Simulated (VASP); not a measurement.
# AlN (Fm-3m) in VASP: notebook

AlN is run at these levels: LDA, PBEsol, r2SCAN; tasks: electric field gradients.

All numbers are computed with VASP 6.6.1; they aren't measurements. Logs are shortened: lines on timing, memory, paths and dates and some standing lists are left out, and cuts for length are marked.

## (1) The cell of the first run

Symmetry: Fm-3m, No. 225, cubic system. The conventional cell has a = 3.903 Å, b = 3.903 Å, c = 3.903 Å, α = 90.00°, β = 90.00°, γ = 90.00°. Al (site symmetry m-3m) has 6 N at 1.95 Å within 2.6 Å. N (site symmetry m-3m) has 6 Al at 1.95 Å within 2.6 Å.

## (2) Electric field gradients, LDA (functional lda, volume scaled by 0.96)

INCAR

```
PREC = Accurate ; ENCUT = 520
EDIFF = 1E-8 ; ISMEAR = -1
SIGMA = 0.02 ; LREAL = False
LASPH = True ; NELM = 60
ALGO = Normal ; ISIF = 2
LWAVE = False ; LCHARG = False
LEFG = True ; NBANDS = 11
```

KPOINTS

```
regular mesh
0
Gamma
  10 10 10
```

POSCAR

```
AlN
1.0
    0.0000000000      1.9512669932      1.9512669932
    1.9512669932      0.0000000000      1.9512669932
    1.9512669932      1.9512669932      0.0000000000
Al N
1 1
Direct
    0.0000000000      0.0000000000      0.0000000000
    0.5000000000      0.5000000000      0.5000000000
```

Potentials or basis: VASP PAW LDA potentials, release 64 (Al, N).

On the command line:

```console
$ cat potpaw_LDA.64/Al/POTCAR potpaw_LDA.64/N/POTCAR > POTCAR
$ mpirun -np 1 vasp_std > vasp.out
```

OUTCAR:

```text
PREC = Accurate
   ENCUT = 520
   EDIFF = 1E-8
   ISMEAR = -1
   LREAL = False
   LASPH = True
   NELM = 60
   ISIF = 2

 ion  position               nearest neighbor table
   1  0.000  0.000  0.000-   2 1.95   2 1.95   2 1.95   2 1.95   2 1.95   2 1.95
   2  0.500  0.500  0.500-   1 1.95   1 1.95   1 1.95   1 1.95   1 1.95   1 1.95

  LATTYP: Found a face centered cubic cell.
 ALAT       =     3.9025339864

  Lattice vectors:

 A1 = (   0.0000000000,   1.9512669932,   1.9512669932)
 A2 = (   1.9512669932,   0.0000000000,   1.9512669932)
 A3 = (   1.9512669932,   1.9512669932,   0.0000000000)

Analysis of symmetry for initial positions (statically):
=====================================================================
 Subroutine PRICEL returns:
 Original cell was already a primitive cell.

 Routine SETGRP: Setting up the symmetry group for a
 face centered cubic supercell.

 Subroutine GETGRP returns: Found 48 space group operations
[... 9 lines left out ...]

 Routine SETGRP: Setting up the symmetry group for a
 face centered cubic supercell.

 Subroutine GETGRP returns: Found 48 space group operations
[... 11 lines left out ...]
                                     Primitive cell

  volume of cell :      14.8587

  direct lattice vectors                    reciprocal lattice vectors
     0.000000000  1.951266993  1.951266993    -0.256243765  0.256243765  0.256243765
     1.951266993  0.000000000  1.951266993     0.256243765 -0.256243765  0.256243765
     1.951266993  1.951266993  0.000000000     0.256243765  0.256243765 -0.256243765

  length of vectors
     2.759508246  2.759508246  2.759508246     0.443827219  0.443827219  0.443827219

  position of ions in fractional coordinates (direct lattice)
     0.000000000  0.000000000  0.000000000
     0.500000000  0.500000000  0.500000000

  ion indices of the primitive-cell ions
   primitive index   ion index
                 1           1
                 2           2

----------------------------------------------------------------------------------------

 KPOINTS: regular mesh

Automatic generation of k-mesh.
 Grid dimensions read from file:
 generate k-points for:   10   10   10

 Generating k-lattice:

  Cartesian coordinates                     Fractional coordinates (reciprocal lattice)
    -0.025624376  0.025624376  0.025624376     0.100000000  0.000000000  0.000000000
     0.025624376 -0.025624376  0.025624376     0.000000000  0.100000000  0.000000000
     0.025624376  0.025624376 -0.025624376     0.000000000  0.000000000  0.100000000

  Length of vectors
     0.044382722  0.044382722  0.044382722

  Shift w.r.t. Gamma in fractional coordinates (k-lattice)
     0.000000000  0.000000000  0.000000000

 Subroutine IBZKPT returns following result:
 ===========================================

 Found     47 irreducible k-points:

 Following reciprocal coordinates:
            Coordinates               Weight
  0.000000  0.000000  0.000000      1.000000
  0.100000  0.000000  0.000000      8.000000
  0.200000  0.000000  0.000000      8.000000
  0.300000  0.000000  0.000000      8.000000
  0.400000  0.000000  0.000000      8.000000
  0.500000  0.000000  0.000000      4.000000
[... 16 lines left out ...]
  0.300000  0.300000  0.000000      6.000000
  0.400000  0.300000  0.000000     24.000000
 [... further k-points ...]
   k-points           NKPTS =     47   k-points in BZ     NKDIM =     47   number of bands    NBANDS=     11
   number of dos      NEDOS =    301   number of ions     NIONS =      2
   total plane-waves  NPLWV =  13824
   dimension x,y,z NGX =    24 NGY =   24 NGZ =   24
   dimension x,y,z NGXF=    48 NGYF=   48 NGZF=   48
   ions per type =               1   1
   NGX,Y,Z   is equivalent  to a cutoff of  14.46, 14.46, 14.46 a.u.
   NGXF,Y,Z  is equivalent  to a cutoff of  28.92, 28.92, 28.92 a.u.
 SYSTEM =  unknown system
   PREC   = accura    normal or accurate (medium, high low for compatibility)
   ISTART =      0    job   : 0-new  1-cont  2-samecut
   ICHARG =      2    charge: 1-file 2-atom 10-const
   ISPIN  =      1    spin polarized calculation?
   LNONCOLLINEAR =      F non collinear calculations
   LSORBIT =      F    spin-orbit coupling
   LASPH  =      T    aspherical Exc in radial PAW
   ENCUT  =  520.0 eV  38.22 Ry    6.18 a.u.   5.13  5.13  5.13*2*pi/ulx,y,z
   NELM   =     60;   NELMIN=  2; NELMDL= -5     # of ELM steps
   EDIFF  = 0.1E-07   stopping-criterion for ELM
   LREAL  =      F    real-space projection
   EDIFFG = 0.1E-06   stopping-criterion for IOM
   NSW    =      0    number of steps for IOM
   IBRION =     -1    ionic relax: 0-MD 1-quasi-New 2-CG
   NFREE  =      0    steps in history (QN), initial steepest desc. (CG)
   ISIF   =      2    stress and relaxation
   ISYM   =      2    0-nonsym 1-usesym 2-fastsym
   POTIM  = 0.5000    time-step for ionic-motion
   TEBEG  =    0.0;   TEEND  =   0.0 temperature during run
   PSTRESS=    0.0 pullay stress
   NELECT =       8.0000    total number of electrons
   NUPDOWN=      -1.0000    fix difference up-down
   EMIN   =  10.00;   EMAX   =-10.00  energy-range for DOS
   EFERMI =   0.00;   METHOD = LEGACY
   ISMEAR =    -1;   SIGMA  =   0.02  broadening in eV -4-tet -1-fermi 0-gaus
   EFERMI_NEDOS =   21; number of points for ismear=-14 and -15
   IALGO  =     38    algorithm
   IMIX   =      4    mixing-type and parameters
     AMIX     =   0.40;   BMIX     =  1.00
     AMIX_MAG =   1.60;   BMIX_MAG =  1.00
  volume/ion in A,a.u.               =       7.43        50.14
  Fermi-wavevector in a.u.,A,eV,Ry     =   1.331818  2.516771 24.133177  1.773739
  Thomas-Fermi vector in A             =   2.460800
   LORBIT       =      0    0 simple, 1 ext, 2 COOP (PROOUT), +10 PAW based schemes
   GGA     = CA    functional components
   LHFCALC =     F    Hartree Fock is set to
   AEXX    =    0.0000 exact exchange contribution
   IVDW    =     0    specifies the selected vdW correction
   LEPSILON=     F    determine dielectric tensor
   LRPA    =     F    only Hartree local field effects (RPA)
 non-spin polarized calculation
  energy-cutoff  :      520.00
  volume of cell :       14.86
 maximum number of plane-waves:       411
 NGX is ok and might be reduce to    24
   NGX = 11   NGY = 11   NGZ = 11

 number of electron       8.0000000 magnetization

 Free energy of the ion-electron system (eV)
  ---------------------------------------------------
  ext. energy  EPLUGINS =         0.00000000
  ---------------------------------------------------
  free energy    TOTEN  =       -16.12386607 eV

  energy without entropy =      -16.12386607  energy(sigma->0) =      -16.12386607

 E-fermi :  11.6559     XC(G=0): -13.0800

 val. band max:       11.1578900150   @ k =   0.0000   0.0000   0.0000
 cond. band min:      16.1375013970   @ k =   0.5000   0.5000   0.0000
 fundamental gap:      4.9796113820
 Fermi energy:        11.6558838740

 k-point     1 :       0.0000    0.0000    0.0000
  band No.  band energies     occupation
      1      -7.2596      2.00000
      2      11.1579      2.00000
      3      11.1579      2.00000
      4      11.1579      2.00000
      5      18.5525      0.00000
      6      23.5022      0.00000
      7      23.5022      0.00000
      8      23.5022      0.00000
      9      29.0267      0.00000
     10      29.5729      0.00000
     11      29.5729      0.00000

 k-point     2 :       0.1000    0.0000    0.0000
  band No.  band energies     occupation
      1      -7.0310      2.00000
      2      10.1357      2.00000
      3      11.0090      2.00000
      4      11.0090      2.00000
      5      19.0755      0.00000
      6      22.6365      0.00000
      7      23.8570      0.00000
      8      23.8570      0.00000
      9      28.2197      0.00000
     10      28.2197      0.00000
     11      30.5261      0.00000

 k-point     3 :       0.2000    0.0000    0.0000
  band No.  band energies     occupation
      1      -6.3632      2.00000
      2       7.8656      2.00000
      3      10.6501      2.00000
      4      10.6501      2.00000
      5      19.2723      0.00000
      6      22.5678      0.00000
      7      24.2633      0.00000
      8      24.2633      0.00000
      9      27.5292      0.00000
     10      27.5292      0.00000
     11      30.1259      0.00000
[... 267 lines left out ...]
 k-point    23 :       0.3000    0.3000    0.0000
  band No.  band energies     occupation
      1      -4.7176      2.00000
      2       6.0725      2.00000
      3       8.8996      2.00000
      4       8.8996      2.00000
      5      17.6414      0.00000
      6      19.0752      0.00000
      7      24.1068      0.00000
      8      27.8851      0.00000
      9      27.8851      0.00000
     10      32.5297      0.00000
     11      36.6055      0.00000

 k-point    24 :       0.4000    0.3000    0.0000
  band No.  band energies     occupation
      1      -3.8336      2.00000
      2       4.8874      2.00000
      3       8.0348      2.00000
      4       8.6140      2.00000
      5      17.5240      0.00000
      6      18.6768      0.00000
      7      24.5202      0.00000
      8      27.8968      0.00000
      9      28.7928      0.00000
     10      33.9904      0.00000
     11      37.2564      0.00000

 [... further k-points ...]
[... 5 lines left out ...]
  --------------------------------------------------------------------------------------
  -------------------------------------------------------------------------------------
  Total        2.5727696      2.5727696      2.5727696      0.0000000      0.0000000     -0.0000000
  in kB      277.4159258    277.4159258    277.4159258      0.0000000      0.0000000     -0.0000000
  external PRESSURE =     277.4159258 kB  Pullay stress =       0.0000000 kB

 VOLUME and BASIS-vectors are now :
 -----------------------------------------------------------------------------
  energy-cutoff  :      520.00
  volume of cell :       14.86
      direct lattice vectors                 reciprocal lattice vectors
     0.000000000  1.951266993  1.951266993    -0.256243765  0.256243765  0.256243765
     1.951266993  0.000000000  1.951266993     0.256243765 -0.256243765  0.256243765
     1.951266993  1.951266993  0.000000000     0.256243765  0.256243765 -0.256243765

 POSITION                                       TOTAL-FORCE (eV/Angst)
 -----------------------------------------------------------------------------------
      0.00000      0.00000      0.00000         0.000000     -0.000000      0.000000
      1.95127      1.95127      1.95127         0.000000      0.000000      0.000000
 -----------------------------------------------------------------------------------
    total drift:                               -0.000000     -0.000000      0.000000

  FREE ENERGIE OF THE ION-ELECTRON SYSTEM (eV)
  ---------------------------------------------------
  free  energy   TOTEN  =       -16.1238660719 eV

  energy  without entropy=      -16.1238660719  energy(sigma->0) =      -16.12386607

 Electric field gradients (V/A^2)
---------------------------------------------------------------------
 ion       V_xx      V_yy      V_zz      V_xy      V_xz      V_yz
---------------------------------------------------------------------
   1      -0.000    -0.000    -0.000     0.000     0.000     0.000
   2       0.000     0.000     0.000     0.000     0.000     0.000
---------------------------------------------------------------------

 Electric field gradients after diagonalization (V/A^2)
 (convention: |V_zz| > |V_xx| > |V_yy|)
----------------------------------------------------------------------
 ion       V_xx      V_yy      V_zz     asymmetry (V_yy - V_xx)/ V_zz
----------------------------------------------------------------------
   1      -0.000    -0.000     0.000       0.000
   2      -0.000    -0.000     0.000       0.000
----------------------------------------------------------------------

           NMR quadrupolar parameters

 Cq : quadrupolar parameter    Cq=e*Q*V_zz/h
 eta: asymmetry parameters     (V_yy - V_xx)/ V_zz
 Q  : nuclear electric quadrupole moment in mb (millibarn)
----------------------------------------------------------------------
 ion       Cq(MHz)       eta       Q (mb)
----------------------------------------------------------------------
   1       0.000       0.000       1.000
   2       0.000       0.000       1.000
----------------------------------------------------------------------
```

Wall time 5.4 s (1 thread of Intel Xeon Platinum 8488C (Sapphire Rapids), shared host); peak memory 0.12 GiB.

Results:

| Item | Value |
| --- | --- |
| Free energy | -16.1239 eV |
| Pressure | 27.7 GPa |
| Band gap on the k mesh | 4.98 eV, indirect (least direct gap 7.39 eV) |

Caveat: the cell differs from its parent crystal (functional lda, volume scaled by 0.96); without QUAD_EFG the Cq values of the log hold for a quadrupole moment of 1 mb, not for the nuclei.

## (3) Electric field gradients, LDA

This run uses another cell than the first one, of 7.74 Å³/atom, 1.042 times its volume.

INCAR

```
SYSTEM = AlN
PREC = Accurate ; ENCUT = 520
EDIFF = 1E-8 ; ISMEAR = -1
SIGMA = 0.02 ; LREAL = .False.
LASPH = .True. ; NELM = 100
ALGO = Normal ; ISIF = 2
LWAVE = .False. ; LCHARG = .False.
GGA = CA ; LEFG = .True.
NBANDS = 11
```

KPOINTS

```
Automatic mesh
0
Gamma
  10 10 10
  0 0 0
```

POSCAR

```
AlN
1.0
    0.0000000000      1.9780000000      1.9780000000
    1.9780000000      0.0000000000      1.9780000000
    1.9780000000      1.9780000000      0.0000000000
Al N
1 1
Direct
    0.0000000000      0.0000000000      0.0000000000
    0.5000000000      0.5000000000      0.5000000000
```

Potentials or basis: VASP PAW LDA potentials, release 64 (Al, N).

On the command line:

```console
$ cat potpaw_LDA.64/Al/POTCAR potpaw_LDA.64/N/POTCAR > POTCAR
$ mpirun -np 1 vasp_std > vasp.out
```

OUTCAR:

```text
SYSTEM = AlN
   PREC = Accurate
   ENCUT = 520
   EDIFF = 1E-8
   ISMEAR = -1
   LREAL = .False.
   LASPH = .True.
   NELM = 100
   ISIF = 2
   GGA = CA

 ion  position               nearest neighbor table
   1  0.000  0.000  0.000-   2 1.98   2 1.98   2 1.98   2 1.98   2 1.98   2 1.98
   2  0.500  0.500  0.500-   1 1.98   1 1.98   1 1.98   1 1.98   1 1.98   1 1.98

  LATTYP: Found a face centered cubic cell.
 ALAT       =     3.9560000000

  Lattice vectors:

 A1 = (   0.0000000000,   1.9780000000,   1.9780000000)
[... 549 lines left out ...]
  ---------------------------------------------------
  free  energy   TOTEN  =       -16.2026200129 eV

  energy  without entropy=      -16.2026200129  energy(sigma->0) =      -16.20262001

 Electric field gradients (V/A^2)
---------------------------------------------------------------------
 ion       V_xx      V_yy      V_zz      V_xy      V_xz      V_yz
---------------------------------------------------------------------
   1      -0.000    -0.000    -0.000     0.000     0.000     0.000
   2      -0.000    -0.000     0.000     0.000     0.000     0.000
---------------------------------------------------------------------

 Electric field gradients after diagonalization (V/A^2)
 (convention: |V_zz| > |V_xx| > |V_yy|)
----------------------------------------------------------------------
 ion       V_xx      V_yy      V_zz     asymmetry (V_yy - V_xx)/ V_zz
----------------------------------------------------------------------
   1      -0.000    -0.000     0.000       0.000
   2      -0.000    -0.000     0.000       0.000
----------------------------------------------------------------------

           NMR quadrupolar parameters

 Cq : quadrupolar parameter    Cq=e*Q*V_zz/h
 eta: asymmetry parameters     (V_yy - V_xx)/ V_zz
 Q  : nuclear electric quadrupole moment in mb (millibarn)
----------------------------------------------------------------------
 ion       Cq(MHz)       eta       Q (mb)
----------------------------------------------------------------------
   1       0.000       0.000       1.000
   2       0.000       0.000       1.000
----------------------------------------------------------------------
```

stdout:

```text
POSCAR found type information on POSCAR AlN
 POSCAR found :  2 types and       2 ions
 scaLAPACK will be used
 LDA part: xc-table for (Slater(with rela. corr.)+CA(PZ))
 , standard interpolation
 POSCAR, INCAR and KPOINTS ok, starting setup
 FFT: planning ... GRIDC
 FFT: planning ... GRID_SOFT
 FFT: planning ... GRID
 WAVECAR not read
 entering main loop
ion   1

ion   2
```

It took 4.7 s on 1 thread of Intel Xeon Platinum 8488C (Sapphire Rapids), shared host; peak memory 0.12 GiB.

Results:

| Item | Value |
| --- | --- |
| Free energy | -16.2026 eV |
| Pressure | 13.2 GPa |
| Band gap on the k mesh | 5.07 eV, indirect (least direct gap 6.75 eV) |

Caveat: without QUAD_EFG the Cq values of the log hold for a quadrupole moment of 1 mb, not for the nuclei. As with any semilocal functional, this LDA gap is likely too small.

[end of part 1 of 2]
